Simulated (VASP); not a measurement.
# P3O2 (P-3m1) in VASP: relaxation of cell and atoms with PBE

Aim: the relaxation of cell and atoms of P3O2 with PBE.

All numbers are computed with VASP 6.6.1; they aren't measurements. Logs are shortened: lines on timing, memory, paths and dates and some standing lists are left out, and cuts for length are marked.

**1. The cell of the first run**

Symmetry: P-3m1, No. 164, trigonal system. The conventional cell has a = 3.646 Å, b = 3.646 Å, c = 5.673 Å, α = 90.00°, β = 90.00°, γ = 120.00°. P (site symmetry -3m) has 6 O at 2.52 Å and 6 P at 2.91 Å within 3.3 Å. P (site symmetry 3m) has 4 O at 2.20 to 2.27 Å and 6 P at 2.67 to 2.91 Å within 3.0 Å. O (site symmetry 3m) has 7 P at 2.20 to 2.52 Å within 2.9 Å.

**2. Relaxation of cell and atoms, PBE**

INCAR reads:

```
ALGO     = Normal         # electronic algorithm
EDIFF    = 1E-7           # SCF threshold, eV
EDIFFG   = -0.04          # ionic threshold
ENCUT    = 1340           # plane-wave cutoff, eV
GGA      = PE             # functional
GGA_COMPAT= False        
IBRION   = 2              # ionic algorithm
ISIF     = 3              # what is computed and relaxed
ISMEAR   = 0              # smearing method
LASPH    = True           # aspherical terms in the spheres
LCHARG   = False          # write CHGCAR
LREAL    = False          # projectors in reciprocal space
LWAVE    = False          # write WAVECAR
NELM     = 120            # most SCF steps
NELMIN   = 4            
NSW      = 90             # ionic steps
PREC     = Accurate       # precision mode
SIGMA    = 0.1            # smearing width, eV
```

KPOINTS reads:

```
k-points
0
Gamma
  6 6 4
```

POSCAR reads:

```
P3O2
1.0
    3.6460123318      0.0000000000      0.0000000000
   -1.8230061659      3.1575393018      0.0000000000
    0.0000000000      0.0000000000      5.6726029426
P O
3 2
Direct
    0.0000000000      0.0000000000      0.0000000000
    0.3333333333      0.6666666667      0.6450000000
    0.6666666667      0.3333333333      0.3550000000
    0.3333333333      0.6666666667      0.2450000000
    0.6666666667      0.3333333333      0.7550000000
```

Potentials or basis: VASP PAW PBE potentials, release 64 (P, O_h).

Started as:

```bash
$ cat potpaw_PBE.64/P/POTCAR potpaw_PBE.64/O_h/POTCAR > POTCAR
$ mpirun -np 1 vasp_std > vasp.out
```

OUTCAR:

```text
EDIFF = 1E-7
   EDIFFG = -0.04
   ENCUT = 1340
   GGA = PE
   IBRION = 2
   ISIF = 3
   ISMEAR = 0
   LASPH = True
   LREAL = False
   NELM = 120
   NELMIN = 4
   NSW = 90
   PREC = Accurate

 ion  position               nearest neighbor table
   1  0.000  0.000  0.000-   2 2.91   3 2.91   2 2.91   3 2.91   3 2.91   2 2.91
   2  0.333  0.667  0.645-   5 2.20   5 2.20   5 2.20   3 2.67   3 2.67   3 2.67   1 2.91   1 2.91
                             1 2.91
   3  0.667  0.333  0.355-   4 2.20   4 2.20   4 2.20   2 2.67   2 2.67   2 2.67   1 2.91   1 2.91
                             1 2.91
   4  0.333  0.667  0.245-   3 2.20   3 2.20   3 2.20
   5  0.667  0.333  0.755-   2 2.20   2 2.20   2 2.20

  LATTYP: Found a hexagonal cell.
 ALAT       =     3.6460123318
 C/A-ratio  =     1.5558375634

  Lattice vectors:

 A1 = (   3.6460123318,   0.0000000000,   0.0000000000)
 A2 = (  -1.8230061659,   3.1575393018,   0.0000000000)
 A3 = (   0.0000000000,   0.0000000000,   5.6726029426)

Analysis of symmetry for initial positions (statically):
=====================================================================
 Subroutine PRICEL returns:
 Original cell was already a primitive cell.

 Routine SETGRP: Setting up the symmetry group for a
 hexagonal supercell.

 Subroutine GETGRP returns: Found 12 space group operations
 (whereof 12 operations were pure point group operations)
 out of a pool of 24 trial point group operations.

The static configuration has the point symmetry D_3d.

Analysis of symmetry for dynamics (positions and initial velocities):
=====================================================================
 Subroutine PRICEL returns:
 Original cell was already a primitive cell.

 Routine SETGRP: Setting up the symmetry group for a
 hexagonal supercell.

 Subroutine GETGRP returns: Found 12 space group operations
 (whereof 12 operations were pure point group operations)
 out of a pool of 24 trial point group operations.

The dynamic configuration has the point symmetry D_3d.

 Subroutine INISYM returns: Found 12 space group operations
 (whereof 12 operations are pure point group operations),
 and found     1 'primitive' translations

----------------------------------------------------------------------------------------

                                     Primitive cell

  volume of cell :      65.3054

  direct lattice vectors                    reciprocal lattice vectors
     3.646012332  0.000000000  0.000000000     0.274272248  0.158351156  0.000000000
    -1.823006166  3.157539302  0.000000000     0.000000000  0.316702313  0.000000000
     0.000000000  0.000000000  5.672602943     0.000000000  0.000000000  0.176285915

  length of vectors
     3.646012332  3.646012332  5.672602943     0.316702313  0.316702313  0.176285915

  position of ions in fractional coordinates (direct lattice)
     0.000000000  0.000000000  0.000000000
     0.333333333  0.666666667  0.645000000
     0.666666667  0.333333333  0.355000000
     0.333333333  0.666666667  0.245000000
     0.666666667  0.333333333  0.755000000

  ion indices of the primitive-cell ions
   primitive index   ion index
                 1           1
                 2           2
                 3           3
                 4           4
                 5           5

----------------------------------------------------------------------------------------

 KPOINTS: k-points

Automatic generation of k-mesh.
 Grid dimensions read from file:
 generate k-points for:    6    6    4

 Generating k-lattice:

  Cartesian coordinates                     Fractional coordinates (reciprocal lattice)
     0.045712041  0.026391859  0.000000000     0.166666667 -0.000000000  0.000000000
     0.000000000  0.052783719  0.000000000     0.000000000  0.166666667  0.000000000
     0.000000000  0.000000000  0.044071479     0.000000000  0.000000000  0.250000000

  Length of vectors
     0.052783719  0.052783719  0.044071479

  Shift w.r.t. Gamma in fractional coordinates (k-lattice)
     0.000000000  0.000000000  0.000000000

 Subroutine IBZKPT returns following result:
 ===========================================

 Found     24 irreducible k-points:

 Following reciprocal coordinates:
            Coordinates               Weight
  0.000000  0.000000  0.000000      1.000000
  0.166667  0.000000  0.000000      6.000000
  0.333333  0.000000  0.000000      6.000000
  0.500000  0.000000  0.000000      3.000000
  0.166667  0.166667  0.000000      6.000000
  0.333333  0.166667  0.000000     12.000000
[... 16 lines left out ...]
  0.333333  0.166667  0.500000     12.000000
  0.333333  0.333333  0.500000      2.000000
   k-points           NKPTS =     24   k-points in BZ     NKDIM =     24   number of bands    NBANDS=     17
   number of dos      NEDOS =    301   number of ions     NIONS =      5
   total plane-waves  NPLWV = 161280
   dimension x,y,z NGX =    48 NGY =   48 NGZ =   70
   dimension x,y,z NGXF=    96 NGYF=   96 NGZF=  140
   ions per type =               3   2
   NGX,Y,Z   is equivalent  to a cutoff of  21.89, 21.89, 20.51 a.u.
   NGXF,Y,Z  is equivalent  to a cutoff of  43.77, 43.77, 41.03 a.u.
 SYSTEM =  unknown system
   PREC   = accura    normal or accurate (medium, high low for compatibility)
   ISTART =      0    job   : 0-new  1-cont  2-samecut
   ICHARG =      2    charge: 1-file 2-atom 10-const
   ISPIN  =      1    spin polarized calculation?
   LNONCOLLINEAR =      F non collinear calculations
   LSORBIT =      F    spin-orbit coupling
   LASPH  =      T    aspherical Exc in radial PAW
   ENCUT  = 1340.0 eV  98.49 Ry    9.92 a.u.  10.88 10.88 16.93*2*pi/ulx,y,z
   NELM   =    120;   NELMIN=  4; NELMDL= -5     # of ELM steps
   EDIFF  = 0.1E-06   stopping-criterion for ELM
   LREAL  =      F    real-space projection
   EDIFFG = -.4E-01   stopping-criterion for IOM
   NSW    =     90    number of steps for IOM
   IBRION =      2    ionic relax: 0-MD 1-quasi-New 2-CG
   NFREE  =      1    steps in history (QN), initial steepest desc. (CG)
   ISIF   =      3    stress and relaxation
   ISYM   =      2    0-nonsym 1-usesym 2-fastsym
   POTIM  = 0.5000    time-step for ionic-motion
   TEBEG  =    0.0;   TEEND  =   0.0 temperature during run
   PSTRESS=    0.0 pullay stress
   NELECT =      27.0000    total number of electrons
   NUPDOWN=      -1.0000    fix difference up-down
   EMIN   =  10.00;   EMAX   =-10.00  energy-range for DOS
   EFERMI =   0.00;   METHOD = LEGACY
   ISMEAR =     0;   SIGMA  =   0.10  broadening in eV -4-tet -1-fermi 0-gaus
   EFERMI_NEDOS =   21; number of points for ismear=-14 and -15
   IALGO  =     38    algorithm
   IMIX   =      4    mixing-type and parameters
     AMIX     =   0.40;   BMIX     =  1.00
     AMIX_MAG =   1.60;   BMIX_MAG =  1.00
  volume/ion in A,a.u.               =      13.06        88.14
  Fermi-wavevector in a.u.,A,eV,Ry     =   1.219588  2.304686 20.237222  1.487394
  Thomas-Fermi vector in A             =   2.354835
   LORBIT       =      0    0 simple, 1 ext, 2 COOP (PROOUT), +10 PAW based schemes
   GGA     = PE    functional components
   LHFCALC =     F    Hartree Fock is set to
   AEXX    =    0.0000 exact exchange contribution
   IVDW    =     0    specifies the selected vdW correction
   LEPSILON=     F    determine dielectric tensor
   LRPA    =     F    only Hartree local field effects (RPA)
 conjugate gradient relaxation of ions
 non-spin polarized calculation
 Gauss-broadening in eV      SIGMA  =   0.10
  energy-cutoff  :     1340.00
  volume of cell :       65.31
 maximum number of plane-waves:      7308
 NGX is ok and might be reduce to    48
   NGX = 21   NGY = 21   NGZ = 33

--------------------------------------- Ionic step        1  -------------------------------------------

 number of electron      27.0000000 magnetization

 Free energy of the ion-electron system (eV)
  ---------------------------------------------------
  ext. energy  EPLUGINS =         0.00000000
  ---------------------------------------------------
  free energy    TOTEN  =       -20.90581325 eV

  energy without entropy =      -20.88432739  energy(sigma->0) =      -20.89507032

------------------------ aborting loop because EDIFF is reached ----------------------------------------

  FORCE on cell =-STRESS in cart. coord.  units (eV):
  Direction    XX          YY          ZZ          XY          YZ          ZX
  --------------------------------------------------------------------------------------
  -------------------------------------------------------------------------------------
  Total        2.2984213      2.2984213      1.6824763      0.0000000      0.0000000      0.0000000
  in kB       56.3885520     56.3885520     41.2772013      0.0000000      0.0000000      0.0000000
  external PRESSURE =      51.3514351 kB  Pullay stress =       0.0000000 kB
[... 98 lines left out ...]
  FREE ENERGIE OF THE ION-ELECTRON SYSTEM (eV)
  ---------------------------------------------------
  free  energy   TOTEN  =       -21.3402743060 eV

  energy  without entropy=      -21.3183139365  energy(sigma->0) =      -21.32929412

 E-fermi :  10.4536     XC(G=0): -11.8050

 val. band max:       10.4272332414   @ k =   0.1667   0.0000   0.5000
 cond. band min:      10.4717778603   @ k =   0.1667   0.1667   0.5000
 fundamental gap:      0.0445446189
 Fermi energy:        10.4535791736

 k-point     1 :       0.0000    0.0000    0.0000
  band No.  band energies     occupation
      1     -11.5250      2.00000
      2      -9.3882      2.00000
      3      -7.8430      2.00000
      4       1.3271      2.00000
      5       2.0687      2.00000
      6       5.1508      2.00000
[... 9 lines left out ...]
     16      11.5821      0.00000
     17      12.6800      0.00000
[... 443 lines left out ...]
      1      -9.3109      2.00000
      2      -9.3109      2.00000
      3      -3.1242      2.00000
      4      -3.1242      2.00000
      5      -1.6959      2.00000
      6       0.3123      2.00000
[... 9 lines left out ...]
     16      13.8733      0.00000
     17      14.7059      0.00000

[... ionic steps 4 to 32 ...]

--------------------------------------- Ionic step       33  -------------------------------------------

 number of electron      27.0000002 magnetization

------------------------ aborting loop because EDIFF is reached ----------------------------------------

  FORCE on cell =-STRESS in cart. coord.  units (eV):
  Direction    XX          YY          ZZ          XY          YZ          ZX
  --------------------------------------------------------------------------------------
  -------------------------------------------------------------------------------------
  Total        0.2019456      0.2019456      0.0584732     -0.0000000     -0.0000000      0.0000000
  in kB        4.6644612      4.6644612      1.3505905     -0.0000000     -0.0000000      0.0000000
  external PRESSURE =       3.5598376 kB  Pullay stress =       0.0000000 kB
[... 63 lines left out ...]
  energy  without entropy=      -27.6026973546  energy(sigma->0) =      -27.61161060

--------------------------------------- Ionic step       35  -------------------------------------------

 number of electron      26.9999999 magnetization

 Free energy of the ion-electron system (eV)
  ---------------------------------------------------
  ext. energy  EPLUGINS =         0.00000000
  ---------------------------------------------------
  free energy    TOTEN  =       -27.62098960 eV

  energy without entropy =      -27.60265269  energy(sigma->0) =      -27.61182114

 E-fermi :   6.3891     XC(G=0): -10.2421

 val. band max:        6.3575012897   @ k =   0.1667   0.1667   0.5000
 cond. band min:       6.3931316268   @ k =   0.0000   0.0000   0.5000
 fundamental gap:      0.0356303371
 Fermi energy:         6.3891092830

 k-point     1 :       0.0000    0.0000    0.0000
  band No.  band energies     occupation
      1     -16.0521      2.00000
      2     -12.7567      2.00000
      3      -9.5386      2.00000
      4      -1.7978      2.00000
      5      -1.4343      2.00000
      6       1.1638      2.00000
[... 9 lines left out ...]
     16      10.2700      0.00000
     17      10.2701      0.00000
[... 490 lines left out ...]
  FREE ENERGIE OF THE ION-ELECTRON SYSTEM (eV)
  ---------------------------------------------------
  free  energy   TOTEN  =       -27.6209895982 eV

  energy  without entropy=      -27.6026526860  energy(sigma->0) =      -27.61182114

 reached required accuracy - stopping structural energy minimisation
```

Run time: 53 min. Hardware: 1 thread of Intel Xeon Platinum 8488C (Sapphire Rapids), shared host; peak memory 0.49 GiB.

What came out:

```yaml
Free_energy: -27.6210 eV
Relaxed_volume: 13.94 Å³/atom
Relaxed_cell: a = 3.070 Å, b = 3.070 Å, c = 8.538 Å, α = 90.00°, β = 90.00°, γ = 120.00°
Space_group_after_relaxing_to_0.1_Å: P-3m1 (No. 164)
Energy_gained_by_relaxing: 1343.0 meV/atom
Ionic_steps: 35
Pressure_after_relaxing: 0.1 GPa
Largest_force_after_relaxing: 0.020 eV/Å
Band_gap_on_the_k_mesh: zero (an odd number of electrons rules out a gap without spin polarisation)
```

Forces on the atoms (eV/Å):
```
P    0.000  0.000  0.000
P    0.000  0.000 -0.020
P    0.000  0.000  0.020
O    0.000  0.000 -0.020
O    0.000  0.000  0.020
```

Stress tensor (GPa, compression positive):
```
0.06 0.00 0.00
0.00 0.06 0.00
0.00 0.00 0.31
```

Step by step:
| step | energy change (eV) | largest force (eV/Å) | pressure (GPa) | volume (Å³) |
| --- | --- | --- | --- | --- |
| 1 | 0.0000 | 1.6235 | 5.14 | 65.31 |
| 2 | -0.3333 | 1.7198 | -3.37 | 69.34 |
| 3 | -0.4345 | 1.4951 | -8.55 | 72.68 |
| 4 | -0.6248 | 1.4547 | -9.45 | 72.61 |
| 5 | -1.0696 | 0.7484 | -10.54 | 72.39 |
| 6 | -1.0731 | 0.9199 | -7.89 | 71.87 |
| 7 | -1.2255 | 0.4199 | -10.00 | 72.14 |
| 8 | -1.4816 | 0.8627 | -4.56 | 67.60 |
| 9 | -1.5400 | 1.1793 | 0.01 | 64.81 |
| 10 | -1.5407 | 1.2222 | 0.65 | 64.46 |
| 11 | -1.6311 | 1.4735 | 0.78 | 63.94 |
| 12 | -2.0506 | 2.6355 | 1.36 | 62.38 |
| 13 | -3.4270 | 3.5906 | 4.95 | 59.27 |
| 14 | -2.5946 | 5.2191 | 44.78 | 53.10 |
| 15 | -4.2102 | 1.8542 | 13.31 | 57.17 |
| 16 | -4.2348 | 1.9692 | 19.47 | 56.13 |
| 17 | -4.2627 | 1.9341 | 16.73 | 56.56 |
| 18 | -4.2905 | 1.9302 | 17.11 | 56.58 |
| 19 | -4.3277 | 1.9107 | 18.44 | 56.64 |
| 20 | -4.3846 | 1.8831 | 17.41 | 56.95 |
| 21 | -4.5436 | 1.8039 | 14.47 | 57.89 |
| 22 | -4.8116 | 1.6582 | 9.18 | 59.78 |
| 23 | -5.1698 | 1.4399 | 0.76 | 63.67 |
| 24 | -5.3766 | 1.3255 | -9.65 | 71.80 |
| 25 | -5.6855 | 1.3647 | -9.13 | 71.74 |
| 26 | -6.3832 | 1.1757 | -6.37 | 71.09 |
| 27 | -6.1246 | 1.2864 | 7.23 | 67.94 |
| 28 | -6.6418 | 0.7538 | -3.61 | 70.45 |
| 29 | -6.6185 | 0.5745 | 1.49 | 69.27 |
| 30 | -6.6990 | 0.3304 | -1.39 | 70.00 |
| 31 | -6.7096 | 0.1872 | 0.44 | 69.25 |
| 32 | -6.7096 | 0.1778 | 0.56 | 69.21 |
| 33 | -6.7128 | 0.1162 | 0.36 | 69.37 |
| 34 | -6.7147 | 0.0814 | 0.06 | 69.63 |
| 35 | -6.7152 | 0.0202 | 0.14 | 69.71 |

Final structure:
```cif
data_structure
_symmetry_space_group_name_H-M 'P 1'
_symmetry_Int_Tables_number 1
_cell_length_a 3.0705
_cell_length_b 3.0705
_cell_length_c 8.5383
_cell_angle_alpha 90.000
_cell_angle_beta 90.000
_cell_angle_gamma 120.000
_cell_volume 69.71
loop_
_atom_site_label
_atom_site_type_symbol
_atom_site_fract_x
_atom_site_fract_y
_atom_site_fract_z
_atom_site_occupancy
P1 P 0.00000 0.00000 0.00000 1
P2 P 0.33333 0.66667 0.57593 1
P3 P 0.66667 0.33333 0.42407 1
O1 O 0.33333 0.66667 0.10131 1
O2 O 0.66667 0.33333 0.89869 1
```

Caveat: a cell axis changed by over 15 % at a fixed basis, so the end point is rough; an odd number of electrons without spin polarisation forces a metal; a magnetic or distorted state may lie lower.

The gap in the log of VASP goes by the Fermi energy; the results here count the filled bands.